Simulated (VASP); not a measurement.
# N2 in VASP: further runs

Runs on N2. Level: PBEsol. Tasks: single point, relaxation of the atoms.

Program: VASP 6.6.1. These are calculated values, not measurements. Logs are shortened: lines on timing, memory, paths and dates and some standing lists are left out, and cuts for length are marked.

## 1. The cell of the first run

The cell holds a molecule in a box, 2 atoms: a = 9.000 Å, b = 9.500 Å, c = 10.000 Å, α = 90.00°, β = 90.00°, γ = 90.00°.

## 2. Single point, PBEsol

File INCAR:

```
  PREC = Accurate
  ENCUT = 520
  EDIFF = 1E-7
  ISMEAR = 0
  SIGMA = 0.02
  LREAL = False
  LASPH = True
  NELM = 80
  ALGO = Normal
  ISIF = 2
  LWAVE = False
  LCHARG = True
  GGA = PS
  LELF = True
  LVHAR = True
  NBANDS = 12
```

File KPOINTS:

```
Automatic mesh
0
Gamma
  1 1 1
```

File POSCAR:

```
N
1.0
    9.0000000000      0.0000000000      0.0000000000
    0.0000000000      9.5000000000      0.0000000000
    0.0000000000      0.0000000000     10.0000000000
N
2
Direct
    0.5000000000      0.5000000000      0.4450056126
    0.5000000000      0.5000000000      0.5549943874
```

Potentials or basis: VASP PAW PBE potentials, release 64 (N).

On the command line:

```
$ cat potpaw_PBE.64/N/POTCAR > POTCAR
$ mpirun -np 1 vasp_gam > vasp.out
```

OUTCAR:

```text
PREC = Accurate
   ENCUT = 520
   EDIFF = 1E-7
   ISMEAR = 0
   LREAL = False
   LASPH = True
   NELM = 80
   ISIF = 2
   GGA = PS

 ion  position               nearest neighbor table
   1  0.500  0.500  0.445-   2 1.10
   2  0.500  0.500  0.555-   1 1.10

  LATTYP: Found a simple orthorhombic cell.
 ALAT       =     9.0000000000
 B/A-ratio  =     1.0555555556
 C/A-ratio  =     1.1111111111

  Lattice vectors:

 A1 = (   9.0000000000,   0.0000000000,   0.0000000000)
 A2 = (   0.0000000000,   9.5000000000,   0.0000000000)
 A3 = (   0.0000000000,   0.0000000000,  10.0000000000)

Analysis of symmetry for initial positions (statically):
=====================================================================
 Subroutine PRICEL returns:
 Original cell was already a primitive cell.

 Routine SETGRP: Setting up the symmetry group for a
 simple orthorhombic supercell.

 Subroutine GETGRP returns: Found  8 space group operations
 (whereof  8 operations were pure point group operations)
 out of a pool of  8 trial point group operations.

The static configuration has the point symmetry D_2h.

Analysis of symmetry for dynamics (positions and initial velocities):
=====================================================================
 Subroutine PRICEL returns:
 Original cell was already a primitive cell.

 Routine SETGRP: Setting up the symmetry group for a
 simple orthorhombic supercell.

 Subroutine GETGRP returns: Found  8 space group operations
 (whereof  8 operations were pure point group operations)
 out of a pool of  8 trial point group operations.

The dynamic configuration has the point symmetry D_2h.

 Subroutine INISYM returns: Found  8 space group operations
 (whereof  8 operations are pure point group operations),
 and found     1 'primitive' translations

----------------------------------------------------------------------------------------

                                     Primitive cell

  volume of cell :     855.0000

  direct lattice vectors                    reciprocal lattice vectors
     9.000000000  0.000000000  0.000000000     0.111111111  0.000000000  0.000000000
     0.000000000  9.500000000  0.000000000     0.000000000  0.105263158  0.000000000
     0.000000000  0.000000000 10.000000000     0.000000000  0.000000000  0.100000000

  length of vectors
     9.000000000  9.500000000 10.000000000     0.111111111  0.105263158  0.100000000

  position of ions in fractional coordinates (direct lattice)
     0.500000000  0.500000000  0.445005613
     0.500000000  0.500000000  0.554994387

  ion indices of the primitive-cell ions
   primitive index   ion index
                 1           1
                 2           2

----------------------------------------------------------------------------------------

 KPOINTS: Automatic mesh

Automatic generation of k-mesh.
 Grid dimensions read from file:
 generate k-points for:    1    1    1

 Generating k-lattice:

  Cartesian coordinates                     Fractional coordinates (reciprocal lattice)
     0.111111111  0.000000000  0.000000000     1.000000000  0.000000000  0.000000000
     0.000000000  0.105263158  0.000000000     0.000000000  1.000000000  0.000000000
     0.000000000  0.000000000  0.100000000     0.000000000  0.000000000  1.000000000

  Length of vectors
     0.111111111  0.105263158  0.100000000

  Shift w.r.t. Gamma in fractional coordinates (k-lattice)
     0.000000000  0.000000000  0.000000000

 Subroutine IBZKPT returns following result:
 ===========================================

 Found      1 irreducible k-points:

 Following reciprocal coordinates:
            Coordinates               Weight
  0.000000  0.000000  0.000000      1.000000
   k-points           NKPTS =      1   k-points in BZ     NKDIM =      1   number of bands    NBANDS=     12
   number of dos      NEDOS =    301   number of ions     NIONS =      2
   total plane-waves  NPLWV = 403200
   dimension x,y,z NGX =    70 NGY =   72 NGZ =   80
   dimension x,y,z NGXF=   140 NGYF=  144 NGZF=  160
   ions per type =               2
   NGX,Y,Z   is equivalent  to a cutoff of  12.93, 12.60, 13.30 a.u.
   NGXF,Y,Z  is equivalent  to a cutoff of  25.86, 25.20, 26.60 a.u.
 SYSTEM =  unknown system
   PREC   = accura    normal or accurate (medium, high low for compatibility)
   ISTART =      0    job   : 0-new  1-cont  2-samecut
   ICHARG =      2    charge: 1-file 2-atom 10-const
   ISPIN  =      1    spin polarized calculation?
   LNONCOLLINEAR =      F non collinear calculations
   LSORBIT =      F    spin-orbit coupling
   LASPH  =      T    aspherical Exc in radial PAW
   ENCUT  =  520.0 eV  38.22 Ry    6.18 a.u.  16.73 17.66 18.59*2*pi/ulx,y,z
   NELM   =     80;   NELMIN=  2; NELMDL= -5     # of ELM steps
   EDIFF  = 0.1E-06   stopping-criterion for ELM
   LREAL  =      F    real-space projection
   EDIFFG = 0.1E-05   stopping-criterion for IOM
   NSW    =      0    number of steps for IOM
   IBRION =     -1    ionic relax: 0-MD 1-quasi-New 2-CG
   NFREE  =      0    steps in history (QN), initial steepest desc. (CG)
   ISIF   =      2    stress and relaxation
   ISYM   =      2    0-nonsym 1-usesym 2-fastsym
   POTIM  = 0.5000    time-step for ionic-motion
   TEBEG  =    0.0;   TEEND  =   0.0 temperature during run
   PSTRESS=    0.0 pullay stress
   NELECT =      10.0000    total number of electrons
   NUPDOWN=      -1.0000    fix difference up-down
   EMIN   =  10.00;   EMAX   =-10.00  energy-range for DOS
   EFERMI =   0.00;   METHOD = LEGACY
   ISMEAR =     0;   SIGMA  =   0.02  broadening in eV -4-tet -1-fermi 0-gaus
   EFERMI_NEDOS =   21; number of points for ismear=-14 and -15
   IALGO  =     38    algorithm
   IMIX   =      4    mixing-type and parameters
     AMIX     =   0.40;   BMIX     =  1.00
     AMIX_MAG =   1.60;   BMIX_MAG =  1.00
  volume/ion in A,a.u.               =     427.50      2884.91
  Fermi-wavevector in a.u.,A,eV,Ry     =   0.371609  0.702239  1.878872  0.138093
  Thomas-Fermi vector in A             =   1.299861
   LORBIT       =      0    0 simple, 1 ext, 2 COOP (PROOUT), +10 PAW based schemes
   GGA     = PS    functional components
   LHFCALC =     F    Hartree Fock is set to
   AEXX    =    0.0000 exact exchange contribution
   IVDW    =     0    specifies the selected vdW correction
   LEPSILON=     F    determine dielectric tensor
   LRPA    =     F    only Hartree local field effects (RPA)
 non-spin polarized calculation
 Gauss-broadening in eV      SIGMA  =   0.02
  energy-cutoff  :      520.00
  volume of cell :      855.00
 maximum number of plane-waves:     11510
 NGX is ok and might be reduce to    70
   NGX = 33   NGY = 35   NGZ = 37

 number of electron      10.0000000 magnetization

 Free energy of the ion-electron system (eV)
  ---------------------------------------------------
  ext. energy  EPLUGINS =         0.00000000
  ---------------------------------------------------
  free energy    TOTEN  =       -17.05044401 eV

  energy without entropy =      -17.05044401  energy(sigma->0) =      -17.05044401

 E-fermi :  -9.8445     XC(G=0):  -0.6778

 val. band max:       -9.9885783663   @ k =   0.0000   0.0000   0.0000
 cond. band min:      -1.7993819204   @ k =   0.0000   0.0000   0.0000
 fundamental gap:      8.1891964459
 Fermi energy:        -9.8444662800

 k-point     1 :       0.0000    0.0000    0.0000
  band No.  band energies     occupation
      1     -28.1744      2.00000
      2     -13.1914      2.00000
      3     -11.4971      2.00000
      4     -11.4971      2.00000
      5      -9.9886      2.00000
      6      -1.7994      0.00000
      7      -1.7990      0.00000
      8      -0.1641      0.00000
      9       1.2271      0.00000
     10       1.3069      0.00000
     11       1.3100      0.00000
     12       1.4737      0.00000

------------------------ aborting loop because EDIFF is reached ----------------------------------------

  FORCE on cell =-STRESS in cart. coord.  units (eV):
  Direction    XX          YY          ZZ          XY          YZ          ZX
  --------------------------------------------------------------------------------------
  -------------------------------------------------------------------------------------
  Total       -0.0589493     -0.0572349      1.9787594      0.0000000      0.0000000      0.0000000
  in kB       -0.1104647     -0.1072520      3.7079806      0.0000000      0.0000000      0.0000000
  external PRESSURE =       1.1634213 kB  Pullay stress =       0.0000000 kB

 VOLUME and BASIS-vectors are now :
 -----------------------------------------------------------------------------
  energy-cutoff  :      520.00
  volume of cell :      855.00
      direct lattice vectors                 reciprocal lattice vectors
     9.000000000  0.000000000  0.000000000     0.111111111  0.000000000  0.000000000
     0.000000000  9.500000000  0.000000000     0.000000000  0.105263158  0.000000000
     0.000000000  0.000000000 10.000000000     0.000000000  0.000000000  0.100000000

 POSITION                                       TOTAL-FORCE (eV/Angst)
 -----------------------------------------------------------------------------------
      4.50000      4.75000      4.45006         0.000000     -0.000000     -1.882589
      4.50000      4.75000      5.54994         0.000000      0.000000      1.882589
 -----------------------------------------------------------------------------------
    total drift:                                0.000000     -0.000000      0.000000

  FREE ENERGIE OF THE ION-ELECTRON SYSTEM (eV)
  ---------------------------------------------------
  free  energy   TOTEN  =       -17.0504440094 eV

  energy  without entropy=      -17.0504440094  energy(sigma->0) =      -17.05044401
```

It took 31 s on 1 thread of Intel Xeon 6975P-C (Granite Rapids), shared host; peak memory 0.73 GiB.

Results:

* Free energy: -17.0504 eV
* Largest force: 1.883 eV/Å
* Gap between the frontier levels: 8.19 eV

Forces on the atoms (eV/Å):
```
N    0.000  0.000 -1.883
N    0.000  0.000  1.883
```

Caveat: the standard files for N, O and F lose accuracy on very short bonds; the PAW data sets were made with another functional, which shifts forces and pressure a little.

## 3. Relaxation of the atoms, PBEsol

File INCAR:

```
SYSTEM = N
PREC = Accurate
ENCUT = 520
EDIFF = 1E-6
ISMEAR = 0
SIGMA = 0.02
LREAL = .FALSE.
LASPH = .TRUE.
NELM = 100
ALGO = Normal
ISIF = 2
LWAVE = .FALSE.
LCHARG = .FALSE.
GGA = PS
IBRION = 2
NSW = 80
EDIFFG = -0.03
```

File KPOINTS:

```
Automatic mesh
0
G
  1 1 1
  0 0 0
```

File POSCAR:

```
N
1.0
    9.0000000000      0.0000000000      0.0000000000
    0.0000000000      9.5000000000      0.0000000000
    0.0000000000      0.0000000000     10.0000000000
N
2
Direct
    0.5000000000      0.5000000000      0.4445000000
    0.5000000000      0.5000000000      0.5555000000
```

Potentials or basis: VASP PAW PBE potentials, release 64 (N).

On the command line:

```
$ cat potpaw_PBE.64/N/POTCAR > POTCAR
$ mpirun -np 1 vasp_gam > vasp.out
```

It took 49 s on 1 thread of Intel Xeon 6975P-C (Granite Rapids), shared host; peak memory 0.78 GiB.

The run converged. Its results:

- Free energy: -17.0614 eV
- Energy gained by relaxing: 0.1 meV/atom
- Ionic steps: 3
- Gap between the frontier levels: 8.05 eV

The path:
| step | energy change (eV) | largest force (eV/Å) | pressure (GPa) |
| --- | --- | --- | --- |
| 1 | 0.0000 | 0.2543 | 0.01 |
| 2 | 0.0376 | 3.2048 | -0.24 |
| 3 | -0.0002 | 0.0004 | -0.01 |

Final structure:
```
N
1.0
     9.00000    0.00000    0.00000
     0.00000    9.50000    0.00000
     0.00000    0.00000   10.00000
N
2
Direct
  0.50000 0.50000 0.44442
  0.50000 0.50000 0.55558
```

Levels at points of the mesh, in eV from the valence-band top:
| k point | band 2 | band 3 | band 4 | band 5 | band 6 | band 7 | band 8 | band 9 |
| --- | --- | --- | --- | --- | --- | --- | --- | --- |
| (0.00, 0.00, 0.00) | -3.29 | -1.42 | -1.42 | 0.00 | 8.05 | 8.05 | 9.82 | 11.21 |

Caveat: the standard files for N, O and F lose accuracy on very short bonds; the PAW data sets were made with another functional, which shifts forces and pressure a little.
